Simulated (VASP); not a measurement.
# Al (Fm-3m) in VASP: further runs

Al is run at these levels: HSE06, PBE0; tasks: single point.

All numbers are computed with VASP 6.6.1; they aren't measurements. Logs are shortened: lines on timing, memory, paths and dates and some standing lists are left out, and cuts for length are marked.

## Step 1: The cell of the first run

The structure is cubic, space group Fm-3m (No. 225). The conventional cell has a = 4.076 Å, b = 4.076 Å, c = 4.076 Å, α = 90.00°, β = 90.00°, γ = 90.00°. Al (site symmetry m-3m) has 12 Al at 2.88 Å within 3.8 Å.

## Step 2: Single point, HSE06

File POSCAR:

```
Al
1.0
    0.0000000000      2.0382146954      2.0382146954
    2.0382146954      0.0000000000      2.0382146954
    2.0382146954      2.0382146954      0.0000000000
Al
1
Direct
    0.0000000000      0.0000000000      0.0000000000
```

File INCAR.step1:

```
SYSTEM = Al
ALGO = Normal
EDIFF = 1E-5
ENCUT = 520
GGA = PE
ISIF = 2
ISMEAR = -1
LASPH = .TRUE.
LREAL = .FALSE.
LWAVE = .TRUE.
NBANDS = 8
NELM = 100
PREC = Accurate
SIGMA = 0.05
```

File INCAR.step2:

```
SYSTEM = Al
ALGO = Normal
EDIFF = 1E-7
ENCUT = 520
GGA = PE
HFSCREEN = 0.2079
ISIF = 2
ISMEAR = -1
ISTART = 1
LASPH = .TRUE.
LCHARG = .TRUE.
LELF = .TRUE.
LHFCALC = .TRUE.
LREAL = .FALSE.
LVHAR = .TRUE.
LWAVE = .FALSE.
NBANDS = 8
NELM = 100
PREC = Accurate
PRECFOCK = Normal
SIGMA = 0.05
```

File KPOINTS:

```
k-points
0
G
  6 6 6
  0 0 0
```

Potentials or basis: VASP PAW PBE potentials, release 64 (Al).

On the command line:

```console
> cat potpaw_PBE.64/Al/POTCAR > POTCAR
> cp INCAR.step1 INCAR
> mpirun -np 1 vasp_std > vasp.out
> cp INCAR.step2 INCAR
> mpirun -np 1 vasp_std > vasp.out
```

OUTCAR:

```text
SYSTEM = Al
   EDIFF = 1E-7
   ENCUT = 520
   GGA = PE
   HFSCREEN = 0.2079
   ISIF = 2
   ISMEAR = -1
   ISTART = 1
   LASPH = .TRUE.
   LHFCALC = .TRUE.
   LREAL = .FALSE.
   NELM = 100
   PREC = Accurate
   PRECFOCK = Normal

 ion  position               nearest neighbor table
   1  0.000  0.000  0.000-

  LATTYP: Found a face centered cubic cell.
 ALAT       =     4.0764293908

  Lattice vectors:

 A1 = (   0.0000000000,   2.0382146954,   2.0382146954)
 A2 = (   2.0382146954,   0.0000000000,   2.0382146954)
 A3 = (   2.0382146954,   2.0382146954,   0.0000000000)

Analysis of symmetry for initial positions (statically):
=====================================================================
 Subroutine PRICEL returns:
 Original cell was already a primitive cell.

 Routine SETGRP: Setting up the symmetry group for a
 face centered cubic supercell.

 Subroutine GETGRP returns: Found 48 space group operations
 (whereof 48 operations were pure point group operations)
 out of a pool of 48 trial point group operations.

The static configuration has the point symmetry O_h .

Analysis of symmetry for dynamics (positions and initial velocities):
=====================================================================
 Subroutine PRICEL returns:
 Original cell was already a primitive cell.

 Routine SETGRP: Setting up the symmetry group for a
 face centered cubic supercell.

 Subroutine GETGRP returns: Found 48 space group operations
 (whereof 48 operations were pure point group operations)
 out of a pool of 48 trial point group operations.

The dynamic configuration has the point symmetry O_h .

 Subroutine INISYM returns: Found 48 space group operations
 (whereof 48 operations are pure point group operations),
 and found     1 'primitive' translations

----------------------------------------------------------------------------------------

                                     Primitive cell

  volume of cell :      16.9348

  direct lattice vectors                    reciprocal lattice vectors
     0.000000000  2.038214695  2.038214695    -0.245312724  0.245312724  0.245312724
     2.038214695  0.000000000  2.038214695     0.245312724 -0.245312724  0.245312724
     2.038214695  2.038214695  0.000000000     0.245312724  0.245312724 -0.245312724

  length of vectors
[... 78 lines left out ...]
   ISYM   =      3    0-nonsym 1-usesym 2-fastsym
   POTIM  = 0.5000    time-step for ionic-motion
   TEBEG  =    0.0;   TEEND  =   0.0 temperature during run
   PSTRESS=    0.0 pullay stress
   NELECT =       3.0000    total number of electrons
   NUPDOWN=      -1.0000    fix difference up-down
   EMIN   =  10.00;   EMAX   =-10.00  energy-range for DOS
   EFERMI =   0.00;   METHOD = LEGACY
   ISMEAR =    -1;   SIGMA  =   0.05  broadening in eV -4-tet -1-fermi 0-gaus
   EFERMI_NEDOS =   21; number of points for ismear=-14 and -15
   IALGO  =     38    algorithm
   IMIX   =      1    mixing-type and parameters
     AMIX     =   0.40;   BMIX     =  1.00
     AMIX_MAG =   1.60;   BMIX_MAG =  1.00
  volume/ion in A,a.u.               =      16.93       114.28
  Fermi-wavevector in a.u.,A,eV,Ry     =   0.919437  1.737484 11.501882  0.845364
  Thomas-Fermi vector in A             =   2.044631
   LORBIT       =      0    0 simple, 1 ext, 2 COOP (PROOUT), +10 PAW based schemes
   GGA     = PE    functional components
   LHFCALC =     T    Hartree Fock is set to
   PRECFOCK=normal    Normal, Fast or Accurate (Low or Medium for compatibility)
   ENCUT4O =  -1.0   cutoff for four orbital integrals eV
   NKREDX  =     1    reduce k-point grid by
   NKREDY  =     1    reduce k-point grid by
   NKREDZ  =     1    reduce k-point grid by
   AEXX    =    0.2500 exact exchange contribution
   HFSCREEN=    0.2079 screening length (either q_TF or 0.3 A-1)
   HFSCREENC=   0.2079 screening length for correlation (either q_TF or 0.3 A-1)
   ENCUTFOCK=  -1.0 apply spherical cutoff to Coloumb kernel
   IVDW    =     0    specifies the selected vdW correction
   LEPSILON=     F    determine dielectric tensor
   LRPA    =     F    only Hartree local field effects (RPA)
 non-spin polarized calculation
  energy-cutoff  :      520.00
  volume of cell :       16.93
 maximum number of plane-waves:       471
 NGX is ok and might be reduce to    24
  NGX = 18; NGY = 18; NGZ = 18

 number of electron       3.0000000 magnetization

 Free energy of the ion-electron system (eV)
  ---------------------------------------------------
  ext. energy  EPLUGINS =         0.00000000
  ---------------------------------------------------
  free energy    TOTEN  =        -4.17365252 eV

  energy without entropy =       -4.16913360  energy(sigma->0) =       -4.17139306

 E-fermi :   8.1562     XC(G=0):  -8.3410

 val. band max:        7.0478304474   @ k =  -0.3333   0.5000   0.1667
 cond. band min:       8.1812653215   @ k =  -0.3333   0.3333   0.0000
 fundamental gap:      1.1334348741
 Fermi energy:         8.1561523350

 k-point     1 :       0.0000    0.0000    0.0000
  band No.  band energies     occupation
      1      -4.7818      2.00000
      2      21.2684      0.00000
      3      21.2684      0.00000
      4      21.2684      0.00000
      5      22.5922      0.00000
      6      22.5922      0.00000
      7      22.5922      0.00000
      8      24.9583      0.00000
[... 155 lines left out ...]
 k-point    16 :      -0.3333    0.5000    0.1667
  band No.  band energies     occupation
      1       5.4661      2.00000
      2       7.0478      2.00000
      3       8.6451      0.00011
      4      10.3192      0.00000
      5      20.4792      0.00000
      6      22.2777      0.00000
      7      28.7436      0.00000
      8      29.7827      0.00000

------------------------ aborting loop because EDIFF is reached ----------------------------------------

  FORCE on cell =-STRESS in cart. coord.  units (eV):
  Direction    XX          YY          ZZ          XY          YZ          ZX
  --------------------------------------------------------------------------------------
  -------------------------------------------------------------------------------------
  Total       -0.2480948     -0.2480948     -0.2480948      0.0000000      0.0000000      0.0000000
  in kB      -23.4719124    -23.4719124    -23.4719124      0.0000000      0.0000000      0.0000000
  external PRESSURE =     -23.4719124 kB  Pullay stress =       0.0000000 kB

 VOLUME and BASIS-vectors are now :
 -----------------------------------------------------------------------------
  energy-cutoff  :      520.00
  volume of cell :       16.93
      direct lattice vectors                 reciprocal lattice vectors
     0.000000000  2.038214695  2.038214695    -0.245312724  0.245312724  0.245312724
     2.038214695  0.000000000  2.038214695     0.245312724 -0.245312724  0.245312724
     2.038214695  2.038214695  0.000000000     0.245312724  0.245312724 -0.245312724

 POSITION                                       TOTAL-FORCE (eV/Angst)
 -----------------------------------------------------------------------------------
      0.00000      0.00000      0.00000         0.000000      0.000000      0.000000
 -----------------------------------------------------------------------------------
    total drift:                               -0.000029     -0.000041     -0.000041

  FREE ENERGIE OF THE ION-ELECTRON SYSTEM (eV)
  ---------------------------------------------------
  free  energy   TOTEN  =        -4.1736525151 eV

  energy  without entropy=       -4.1691335966  energy(sigma->0) =       -4.17139306
```

OSZICAR.step1:

```text
N       E                     dE             d eps       ncg     rms          rms(c)
DAV:   1    -0.276653875420E+01   -0.27665E+01   -0.76267E+02   256   0.192E+02
DAV:   2    -0.382974041853E+01   -0.10632E+01   -0.10631E+01   392   0.170E+01
DAV:   3    -0.383376723437E+01   -0.40268E-02   -0.40244E-02   280   0.114E+00
DAV:   4    -0.383378409071E+01   -0.16856E-04   -0.16857E-04   432   0.655E-02
DAV:   5    -0.383378409751E+01   -0.67918E-08   -0.67043E-08   296   0.111E-03    0.123E+00
DAV:   6    -0.382104777365E+01    0.12736E-01   -0.17867E-03   368   0.197E-01    0.716E-01
DAV:   7    -0.381188397247E+01    0.91638E-02   -0.52786E-03   312   0.318E-01    0.140E-01
DAV:   8    -0.381187715775E+01    0.68147E-05   -0.13087E-05   360   0.256E-02
   1 F= -.38118772E+01 E0= -.38097011E+01  d E =-.435205E-02
```

Wall time 2.4 min (1 thread of AMD EPYC 7R13, shared host); peak memory 0.2 GiB.

Results:

```
Free energy            : -4.1737 eV
Pressure               : -2.3 GPa
Band gap on the k mesh : zero (an odd number of electrons rules out a gap without spin polarisation)
```

Levels at points of the mesh, in eV from the Fermi level:
```csv
k point,band 1,band 2,band 3,band 4,band 5
"(0.00, 0.00, 0.00)",-12.94,13.11,13.11,13.11,14.44
"(0.50, 0.00, 0.00)",-5.59,-5.40,11.70,11.70,11.90
"(0.50, 0.50, 0.00)",-3.74,-2.17,5.44,5.69,5.69
```

Caveat: the k points lie up to 0.44 Å⁻¹ apart, too coarse for converged energies and pressures of a metal; the PAW data sets were made with another functional, which shifts forces and pressure a little.

(Continued in part 2 of 2.)
